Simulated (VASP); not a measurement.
A run of VASP 6.6.1:

The input INCAR:

```
ALGO = Normal
EDIFF = 1E-6
ENCUT = 520
ISIF = 2
ISMEAR = -1
LASPH = True
LCHARG = False
LREAL = False
LWAVE = False
NBANDS = 17
NELM = 60
PREC = Accurate
SIGMA = 0.05
```

KPOINTS

```
k-points
0
Gamma
  11 11 11
```

Contents of POSCAR:

```
Sr
1.0
   -2.8100000000      2.8600000000      1.5250000000
    2.8100000000     -2.8600000000      1.5250000000
    2.8100000000      2.8600000000     -1.5250000000
Sr
2
Direct
    0.3750000000      0.1250000000      0.2500000000
    0.6250000000      0.8750000000      0.7500000000
```

Potentials or basis: VASP PAW LDA potentials, release 64 (Sr_sv).

Run with:

```console
$ cat potpaw_LDA.64/Sr_sv/POTCAR > POTCAR
$ mpirun -np 1 vasp_std > vasp.out
```

Hardware: 1 thread of Intel Xeon 8259CL, on a shared host.

Q: Estimate the wall time of this run.

A: Run time: 3.3 min on 1 thread of Intel Xeon 8259CL, on a shared host, peak memory 0.27 GiB. Counts: scf iterations 11, k points 216.
